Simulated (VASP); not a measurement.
# H2C18O in VASP: a series of runs, part 2 of 3

VASP 6.6.1.

### 3 Single point, PBE

The input, INCAR:

```
PREC = Accurate
ENCUT = 520
EDIFF = 1E-7
ISMEAR = 0
SIGMA = 0.05
LREAL = Auto
LASPH = True
NELM = 80
ALGO = Normal
ISIF = 2
LWAVE = False
LCHARG = False
GGA = PE
NBANDS = 56
```

The input, KPOINTS:

```
Automatic mesh
0
Gamma
  2 2 1
```

The input, POSCAR:

```
H2C18O
1.0
    7.3980000000      0.0000000000      0.0000000000
   -3.6990000000      6.4068560000      0.0000000000
    0.0000000000      0.0000000000     11.0000000000
C O H
18 1 2
Direct
    0.0115622596      0.0031410102      0.0654272727
    0.2353965635      0.1150534677      0.0655022727
    0.0119130397      0.3386362984      0.0653075455
    0.2351244985      0.4502676508      0.0654103636
    0.0137557650      0.6717099620      0.0654411818
    0.2332787348      0.7814093215      0.0654937273
    0.3450878592      0.0052070782      0.0656151818
    0.5684328213      0.1168256318      0.0657360909
    0.3470423148      0.3383525398      0.0655020000
    0.5665815369      0.4481936226      0.0655996364
    0.3449189613      0.6698057518      0.0654724545
    0.5687471056      0.7817069714      0.0654724545
    0.6804581394      0.0049070870      0.0654518182
    0.8999897232      0.1147875026      0.0653401818
    0.6783219338      0.3365841218      0.0657059091
    0.9022569350      0.4484954867      0.0654021818
    0.6785735646      0.6720208789      0.0654922727
    0.9018245764      0.7836231999      0.0654719091
    0.7186358114      0.1947168783      0.3891573636
    0.6795270583      0.2755566849      0.4410718182
    0.6640123134      0.2011727749      0.3100174545
```

Potentials or basis: VASP PAW PBE potentials, release 64 (C, O, H).

Launch:

```bash
$ cat potpaw_PBE.64/C/POTCAR potpaw_PBE.64/O/POTCAR potpaw_PBE.64/H/POTCAR > POTCAR
$ mpirun -np 1 vasp_std > vasp.out
```

OUTCAR:

```text
PREC = Accurate
   ENCUT = 520
   EDIFF = 1E-7
   ISMEAR = 0
   LREAL = Auto
   LASPH = True
   NELM = 80
   ISIF = 2
   GGA = PE

 ion  position               nearest neighbor table
   1  0.012  0.003  0.065-  18 1.41  14 1.43   2 1.43
   2  0.235  0.115  0.066-   7 1.41   9 1.43   1 1.43
   3  0.012  0.339  0.065-  16 1.41   4 1.43  14 1.43
   4  0.235  0.450  0.065-  11 1.41   3 1.43   9 1.43
   5  0.014  0.672  0.065-   6 1.41  16 1.43  18 1.43
   6  0.233  0.781  0.065-   5 1.41  11 1.43   7 1.43
[... 10 lines left out ...]
  17  0.679  0.672  0.065-  12 1.41  18 1.43  10 1.43
  18  0.902  0.784  0.065-   1 1.41  17 1.43   5 1.43
[... 440 lines left out ...]
  Total        1.5662855      1.6048573      0.0713727     -0.0134582      0.0511241     -0.0208836
  in kB        4.8131515      4.9316817      0.2193262     -0.0413567      0.1571028     -0.0641749
  external PRESSURE =       3.3213865 kB  Pullay stress =       0.0000000 kB

 VOLUME and BASIS-vectors are now :
 -----------------------------------------------------------------------------
  energy-cutoff  :      520.00
  volume of cell :      521.38
      direct lattice vectors                 reciprocal lattice vectors
     7.398000000  0.000000000  0.000000000     0.135171668  0.078041398  0.000000000
    -3.699000000  6.406856000  0.000000000     0.000000000  0.156082796  0.000000000
     0.000000000  0.000000000 11.000000000     0.000000000  0.000000000  0.090909091

 POSITION                                       TOTAL-FORCE (eV/Angst)
 -----------------------------------------------------------------------------------
      0.07392      0.02012      0.71970         0.006197      0.003799      0.001409
      1.31588      0.73713      0.72052        -0.015846     -0.003201     -0.001110
     -1.16448      2.16959      0.71838         0.005715     -0.005586     -0.000725
      0.07391      2.88480      0.71951         0.008932     -0.013460     -0.000483
     -2.38289      4.30355      0.71985        -0.008599      0.007790     -0.000862
     -1.16464      5.00638      0.72043        -0.013767      0.004065      0.000205
[... 13 lines left out ...]
      4.00786      1.76545      4.85179        -0.040279      0.056546      0.114393
      4.16823      1.28888      3.41019        -0.015365     -0.025582     -0.133608
 -----------------------------------------------------------------------------------
    total drift:                               -0.001173     -0.007406      0.005791

  FREE ENERGIE OF THE ION-ELECTRON SYSTEM (eV)
  ---------------------------------------------------
  free  energy   TOTEN  =      -179.8830043906 eV

  energy  without entropy=     -179.8827508605  energy(sigma->0) =     -179.88287763
```

OSZICAR:

```text
N       E                     dE             d eps       ncg     rms          rms(c)
DAV:   1     0.612505998738E+03    0.61251E+03   -0.32977E+04   456   0.115E+03
DAV:   2    -0.100760249389E+03   -0.71327E+03   -0.67332E+03   640   0.278E+02
DAV:   3    -0.190725452658E+03   -0.89965E+02   -0.89362E+02   520   0.102E+02
[... 15 lines left out ...]
DAV:  19    -0.179882999890E+03   -0.11724E-04   -0.14857E-06   464   0.263E-03    0.527E-04
DAV:  20    -0.179883003291E+03   -0.34011E-05   -0.45313E-07   456   0.155E-03    0.412E-04
DAV:  21    -0.179883003980E+03   -0.68880E-06   -0.53985E-08   432   0.620E-04    0.191E-04
DAV:  22    -0.179883004323E+03   -0.34285E-06   -0.21377E-08   336   0.380E-04    0.102E-04
DAV:  23    -0.179883004391E+03   -0.67917E-07   -0.60860E-09   384   0.217E-04
   1 F= -.17988300E+03 E0= -.17988288E+03  d E =-.253530E-03
```

It took 2.6 min on 1 thread of Intel Xeon 6975P-C (Granite Rapids), shared host; peak memory 0.6 GiB.

What came out:

- Free energy: -179.8830 eV
- Largest force: 0.137 eV/Å
- Band gap on the k mesh: 0.21 eV, direct

Forces on the atoms (eV/Å):
```
C    0.006  0.004  0.001
C   -0.016 -0.003 -0.001
C    0.006 -0.006 -0.001
C    0.009 -0.013  0.000
C   -0.009  0.008 -0.001
C   -0.014  0.004  0.000
C   -0.009 -0.006  0.000
C    0.014 -0.002  0.003
C   -0.012 -0.001  0.000
C    0.004  0.009 -0.002
C    0.013  0.003 -0.001
C   -0.003 -0.001  0.000
C   -0.005 -0.002  0.000
C    0.009  0.013  0.000
C    0.011  0.012  0.002
C   -0.008 -0.010  0.000
C    0.005 -0.010  0.001
C    0.004  0.000 -0.001
O    0.050 -0.029  0.019
H   -0.040  0.057  0.114
H   -0.015 -0.026 -0.134
```

Caveat: the k points lie up to 0.49 Å⁻¹ apart.

### 4 Single point, PBE

The input, INCAR:

```
SYSTEM = H2C18O
PREC = Accurate
ENCUT = 520
EDIFF = 1E-7
ISMEAR = 0
SIGMA = 0.05
LREAL = Auto
LASPH = .TRUE.
NELM = 60
ALGO = Normal
ISIF = 2
LWAVE = .FALSE.
LCHARG = .FALSE.
GGA = PE
NBANDS = 56
```

The input, KPOINTS:

```
regular mesh
0
G
  2 2 1
  0 0 0
```

The input, POSCAR:

```
H2C18O
1.0
    7.3980000000      0.0000000000      0.0000000000
   -3.6990000000      6.4068560000      0.0000000000
    0.0000000000      0.0000000000     11.0000000000
C O H
18 1 2
Direct
    0.0135969509      0.0052741938      0.0653367273
    0.2356636372      0.1163475502      0.0654189091
    0.0123836547      0.3397443301      0.0651056364
    0.2369587269      0.4520123443      0.0652715455
    0.0146806679      0.6743270022      0.0652679091
    0.2345907414      0.7842317667      0.0654095455
    0.3455522349      0.0062996577      0.0655530000
    0.5702702248      0.1186510201      0.0656862727
    0.3479933847      0.3410000162      0.0653824545
    0.5679210371      0.4509926554      0.0654130909
    0.3469211580      0.6719209859      0.0653904545
    0.5689980810      0.7829383086      0.0654490909
    0.6813963612      0.0075645527      0.0655157273
    0.9013664737      0.1176431935      0.0652667273
    0.6803557271      0.3387493023      0.0654572727
    0.9024771993      0.4497516411      0.0651508182
    0.6790381177      0.6730727208      0.0653869091
    0.9036646732      0.7853788192      0.0653442727
    0.7817320966      0.2007913086      0.3895309091
    0.7238094360      0.2686818621      0.4384135455
    0.7027379466      0.1668008458      0.3143400909
```

Potentials or basis: VASP PAW PBE potentials, release 64 (C, O, H).

Launch:

```bash
$ cat potpaw_PBE.64/C/POTCAR potpaw_PBE.64/O/POTCAR potpaw_PBE.64/H/POTCAR > POTCAR
$ mpirun -np 1 vasp_std > vasp.out
```

OUTCAR:

```text
SYSTEM = H2C18O
   PREC = Accurate
   ENCUT = 520
   EDIFF = 1E-7
   ISMEAR = 0
   LREAL = Auto
   LASPH = .TRUE.
   NELM = 60
   ISIF = 2
   GGA = PE

 ion  position               nearest neighbor table
   1  0.014  0.005  0.065-  18 1.41   2 1.42  14 1.44
   2  0.236  0.116  0.065-   7 1.41   1 1.42   9 1.44
   3  0.012  0.340  0.065-  16 1.41  14 1.42   4 1.44
   4  0.237  0.452  0.065-  11 1.41   9 1.42   3 1.44
   5  0.015  0.674  0.065-   6 1.41  18 1.42  16 1.44
   6  0.235  0.784  0.065-   5 1.41   7 1.42  11 1.44
[... 10 lines left out ...]
  17  0.679  0.673  0.065-  12 1.41  10 1.42  18 1.44
  18  0.904  0.785  0.065-   1 1.41   5 1.42  17 1.44
  19  0.782  0.201  0.390-  20 0.97  21 0.97
  20  0.724  0.269  0.438-  19 0.97
  21  0.703  0.167  0.314-  19 0.97

  LATTYP: Found a hexagonal cell.
 ALAT       =     7.3980000000
 C/A-ratio  =     1.4868883482

  Lattice vectors:

 A1 = (   7.3980000000,   0.0000000000,   0.0000000000)
 A2 = (  -3.6990000000,   6.4068560000,   0.0000000000)
 A3 = (   0.0000000000,   0.0000000000,  11.0000000000)

Analysis of symmetry for initial positions (statically):
=====================================================================
 Subroutine PRICEL returns:
 Original cell was already a primitive cell.

 Routine SETGRP: Setting up the symmetry group for a
 hexagonal supercell.

 Subroutine GETGRP returns: Found  1 space group operations
 (whereof  1 operations were pure point group operations)
 out of a pool of 24 trial point group operations.

The static configuration has the point symmetry C_1 .

Analysis of symmetry for dynamics (positions and initial velocities):
=====================================================================
 Subroutine PRICEL returns:
 Original cell was already a primitive cell.

 Routine SETGRP: Setting up the symmetry group for a
 hexagonal supercell.

 Subroutine GETGRP returns: Found  1 space group operations
 (whereof  1 operations were pure point group operations)
 out of a pool of 24 trial point group operations.

The dynamic configuration has the point symmetry C_1 .

 Subroutine INISYM returns: Found  1 space group operations
 (whereof  1 operations are pure point group operations),
 and found     1 'primitive' translations

----------------------------------------------------------------------------------------

                                     Primitive cell

  volume of cell :     521.3771

  direct lattice vectors                    reciprocal lattice vectors
     7.398000000  0.000000000  0.000000000     0.135171668  0.078041398  0.000000000
    -3.699000000  6.406856000  0.000000000     0.000000000  0.156082796  0.000000000
     0.000000000  0.000000000 11.000000000     0.000000000  0.000000000  0.090909091

  length of vectors
     7.398000000  7.398000054 11.000000000     0.156082797  0.156082796  0.090909091

  position of ions in fractional coordinates (direct lattice)
     0.013596951  0.005274194  0.065336727
     0.235663637  0.116347550  0.065418909
     0.012383655  0.339744330  0.065105636
     0.236958727  0.452012344  0.065271546
     0.014680668  0.674327002  0.065267909
     0.234590741  0.784231767  0.065409546
[... 64 lines left out ...]
 Found      4 irreducible k-points:

 Following reciprocal coordinates:
            Coordinates               Weight
  0.000000  0.000000  0.000000      1.000000
  0.500000 -0.000000  0.000000      1.000000
  0.000000  0.500000  0.000000      1.000000
  0.500000  0.500000  0.000000      1.000000
   k-points           NKPTS =      4   k-points in BZ     NKDIM =      4   number of bands    NBANDS=     56
   number of dos      NEDOS =    301   number of ions     NIONS =     21
   total plane-waves  NPLWV = 263424
   dimension x,y,z NGX =    56 NGY =   56 NGZ =   84
   dimension x,y,z NGXF=   112 NGYF=  112 NGZF=  168
   ions per type =              18   1   2
   NGX,Y,Z   is equivalent  to a cutoff of  12.58, 12.58, 12.70 a.u.
   NGXF,Y,Z  is equivalent  to a cutoff of  25.17, 25.17, 25.39 a.u.
 SYSTEM =  H2C18O
   PREC   = accura    normal or accurate (medium, high low for compatibility)
   ISTART =      0    job   : 0-new  1-cont  2-samecut
   ICHARG =      2    charge: 1-file 2-atom 10-const
   ISPIN  =      1    spin polarized calculation?
   LNONCOLLINEAR =      F non collinear calculations
   LSORBIT =      F    spin-orbit coupling
   LASPH  =      T    aspherical Exc in radial PAW
   ENCUT  =  520.0 eV  38.22 Ry    6.18 a.u.  13.76 13.76 20.45*2*pi/ulx,y,z
   NELM   =     60;   NELMIN=  2; NELMDL= -5     # of ELM steps
   EDIFF  = 0.1E-06   stopping-criterion for ELM
   LREAL  =      T    real-space projection
   EDIFFG = 0.1E-05   stopping-criterion for IOM
   NSW    =      0    number of steps for IOM
   IBRION =     -1    ionic relax: 0-MD 1-quasi-New 2-CG
   NFREE  =      0    steps in history (QN), initial steepest desc. (CG)
   ISIF   =      2    stress and relaxation
   ISYM   =      2    0-nonsym 1-usesym 2-fastsym
   POTIM  = 0.5000    time-step for ionic-motion
   TEBEG  =    0.0;   TEEND  =   0.0 temperature during run
   PSTRESS=    0.0 pullay stress
   NELECT =      80.0000    total number of electrons
   NUPDOWN=      -1.0000    fix difference up-down
   EMIN   =  10.00;   EMAX   =-10.00  energy-range for DOS
   EFERMI =   0.00;   METHOD = LEGACY
   ISMEAR =     0;   SIGMA  =   0.05  broadening in eV -4-tet -1-fermi 0-gaus
   EFERMI_NEDOS =   21; number of points for ismear=-14 and -15
   IALGO  =     38    algorithm
   IMIX   =      4    mixing-type and parameters
     AMIX     =   0.40;   BMIX     =  1.00
     AMIX_MAG =   1.60;   BMIX_MAG =  1.00
  volume/ion in A,a.u.               =      24.83       167.54
  Fermi-wavevector in a.u.,A,eV,Ry     =   0.876437  1.656226 10.451210  0.768142
  Thomas-Fermi vector in A             =   1.996247
   LORBIT       =      0    0 simple, 1 ext, 2 COOP (PROOUT), +10 PAW based schemes
   GGA     = PE    functional components
   LHFCALC =     F    Hartree Fock is set to
   AEXX    =    0.0000 exact exchange contribution
   IVDW    =     0    specifies the selected vdW correction
   LEPSILON=     F    determine dielectric tensor
   LRPA    =     F    only Hartree local field effects (RPA)
 non-spin polarized calculation
 Gauss-broadening in eV      SIGMA  =   0.05
  energy-cutoff  :      520.00
  volume of cell :      521.38
 maximum number of plane-waves:     14099
 NGX is ok and might be reduce to    56
   NGX = 27   NGY = 27   NGZ = 41

 number of electron      79.9999997 magnetization

 Free energy of the ion-electron system (eV)
  ---------------------------------------------------
  ext. energy  EPLUGINS =         0.00000000
  ---------------------------------------------------
  free energy    TOTEN  =      -179.88255624 eV

  energy without entropy =     -179.88235079  energy(sigma->0) =     -179.88245352

 E-fermi :  -1.4534     XC(G=0):  -4.4819

 val. band max:       -1.5620223404   @ k =   0.0000   0.0000   0.0000
 cond. band min:      -1.3449306172   @ k =   0.0000   0.0000   0.0000
 fundamental gap:      0.2170917231
 Fermi energy:        -1.4534333290

 k-point     1 :       0.0000    0.0000    0.0000
  band No.  band energies     occupation
      1     -22.3147      2.00000
      2     -20.9768      2.00000
      3     -18.4777      2.00000
      4     -18.4619      2.00000
      5     -18.3923      2.00000
      6     -18.3813      2.00000
[... 209 lines left out ...]
     51       4.2587      0.00000
     52       4.4272      0.00000
 [bands above 52 left out]

------------------------ aborting loop because EDIFF is reached ----------------------------------------

  FORCE on cell =-STRESS in cart. coord.  units (eV):
  Direction    XX          YY          ZZ          XY          YZ          ZX
  --------------------------------------------------------------------------------------
  -------------------------------------------------------------------------------------
  Total        1.5933519      1.6003911      0.0353618     -0.0195240      0.0596987     -0.0133806
  in kB        4.8963257      4.9179571      0.1086659     -0.0599967      0.1834523     -0.0411181
  external PRESSURE =       3.3076496 kB  Pullay stress =       0.0000000 kB

 VOLUME and BASIS-vectors are now :
 -----------------------------------------------------------------------------
  energy-cutoff  :      520.00
  volume of cell :      521.38
      direct lattice vectors                 reciprocal lattice vectors
     7.398000000  0.000000000  0.000000000     0.135171668  0.078041398  0.000000000
    -3.699000000  6.406856000  0.000000000     0.000000000  0.156082796  0.000000000
     0.000000000  0.000000000 11.000000000     0.000000000  0.000000000  0.090909091

 POSITION                                       TOTAL-FORCE (eV/Angst)
 -----------------------------------------------------------------------------------
      0.08108      0.03379      0.71870         0.006741      0.021842     -0.000128
      1.31307      0.74542      0.71961        -0.022584      0.004908     -0.002600
     -1.16510      2.17669      0.71616         0.013257     -0.020210     -0.000461
      0.08103      2.89598      0.71799         0.007856     -0.017736     -0.000217
     -2.38573      4.32032      0.71795        -0.012902      0.010270      0.002128
     -1.16537      5.02446      0.71951        -0.004613      0.008332     -0.001403
[... 13 lines left out ...]
      4.36089      1.72141      4.82255        -0.061239      0.059448      0.095435
      4.58186      1.06867      3.45774        -0.029990     -0.044154     -0.124814
 -----------------------------------------------------------------------------------
    total drift:                               -0.004523      0.000415      0.003060

  FREE ENERGIE OF THE ION-ELECTRON SYSTEM (eV)
  ---------------------------------------------------
  free  energy   TOTEN  =      -179.8825562445 eV

  energy  without entropy=     -179.8823507856  energy(sigma->0) =     -179.88245352
```

Run time: 2.6 min. Hardware: 1 thread of Intel Xeon 6975P-C (Granite Rapids), shared host; peak memory 0.6 GiB.

What came out:

```
Free energy            : -179.8826 eV
Largest force          : 0.136 eV/Å
Band gap on the k mesh : 0.22 eV, direct
```

Forces on the atoms (eV/Å):
```
C    0.007  0.022  0.000
C   -0.023  0.005 -0.003
C    0.013 -0.020  0.000
C    0.008 -0.018  0.000
C   -0.013  0.010  0.002
C   -0.005  0.008 -0.001
C    0.000 -0.005  0.000
C    0.004 -0.002  0.002
C   -0.011 -0.013 -0.001
C    0.011  0.011  0.001
C    0.004  0.003 -0.002
C   -0.012  0.001  0.001
C   -0.014  0.002  0.001
C    0.020  0.006  0.000
C    0.012  0.009  0.001
C   -0.010  0.001  0.003
C    0.005 -0.008 -0.003
C    0.003 -0.010  0.000
O    0.091 -0.018  0.029
H   -0.061  0.059  0.095
H   -0.030 -0.044 -0.125
```

Levels at points of the mesh, in eV from the valence-band top:
| k point | band 38 | band 39 | band 40 | band 41 | band 42 | band 43 |
| --- | --- | --- | --- | --- | --- | --- |
| (0.00, 0.00, 0.00) | -2.66 | -0.01 | 0.00 | 0.22 | 0.22 | 2.96 |
| (0.50, 0.00, 0.00) | -2.52 | -2.51 | -2.25 | 1.79 | 2.58 | 2.60 |
| (0.00, 0.50, 0.00) | -2.53 | -2.51 | -2.25 | 1.79 | 2.58 | 2.60 |
| (0.50, 0.50, 0.00) | -2.52 | -2.50 | -2.25 | 1.78 | 2.59 | 2.60 |

Caveat: the k points lie up to 0.49 Å⁻¹ apart.

(Part 2 of 3 ends here.)
